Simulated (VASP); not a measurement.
A run of VASP 6.6.1 is set up as follows.

INCAR

```
PREC     = Accurate       # precision mode
ENCUT    = 600            # plane-wave cutoff, eV
EDIFF    = 1E-7           # SCF threshold, eV
ISMEAR   = 0              # smearing method
SIGMA    = 0.02           # smearing width, eV
LREAL    = F              # projectors in reciprocal space
LASPH    = T              # aspherical terms in the spheres
NELM     = 60             # most SCF steps
ALGO     = Normal         # electronic algorithm
ISIF     = 3              # what is computed and relaxed
LWAVE    = F              # write WAVECAR
LCHARG   = F              # write CHGCAR
GGA      = PE             # functional
IBRION   = 2              # ionic algorithm
NSW      = 100            # ionic steps
EDIFFG   = -0.005         # ionic threshold
```

Contents of KPOINTS:

```
regular mesh
0
Gamma
  12 12 4
```

POSCAR

```
BN
1.0
    2.5121768666      0.0000000000      0.0000000000
   -1.2560884333      2.1756089853      0.0000000000
    0.0000000000      0.0000000000      8.3694704798
B N
2 2
Direct
    0.3333333333      0.6666666667      0.2500000000
    0.6666666667      0.3333333333      0.7500000000
    0.3333333333      0.6666666667      0.7500000000
    0.6666666667      0.3333333333      0.2500000000
```

Potentials or basis: VASP PAW PBE potentials, release 64 (B, N).

The run is started by

```bash
$ cat potpaw_PBE.64/B/POTCAR potpaw_PBE.64/N/POTCAR > POTCAR
$ mpirun -np 1 vasp_std > vasp.out
```

Q: Predict the band gap on the k mesh.

A: 4.51 eV (least direct gap 4.65 eV).

Q: Estimate the space group after relaxing (to 0.1 Å).

A: P6_3/mmc (No. 194).

Q: Estimate the relaxed cell.

A: a = 2.512 Å, b = 2.512 Å, c = 7.859 Å, α = 90.00°, β = 90.00°, γ = 120.00°.

Step by step:
```tsv
step	energy change (eV)	largest force (eV/Å)	pressure (GPa)	volume (Å³)
1	0.0000	0.0000	-0.08	45.74
2	0.0000	0.0000	-0.01	45.70
3	-0.0001	0.0000	0.09	45.65
4	-0.0001	0.0000	0.30	45.53
5	-0.0001	0.0000	0.22	45.58
6	-0.0001	0.0000	0.22	45.57
7	-0.0001	0.0000	0.22	45.56
8	-0.0001	0.0000	0.22	45.53
9	-0.0002	0.0000	0.22	45.49
10	-0.0003	0.0000	0.21	45.39
11	-0.0005	0.0000	0.20	45.19
12	-0.0009	0.0000	0.18	44.80
13	-0.0015	0.0000	0.14	44.01
14	-0.0019	0.0000	0.09	42.43
15	-0.0019	0.0000	0.10	42.98
16	-0.0019	0.0000	0.10	42.91
17	-0.0019	0.0000	-0.36	43.08
18	-0.0019	0.0000	0.01	42.95
```

Caveat: this functional lacks dispersion, which binds layers or chains, so the pressure and a relaxed spacing across them are unreliable. A hybrid or GW would open this gap; PBE tends to underestimate it.
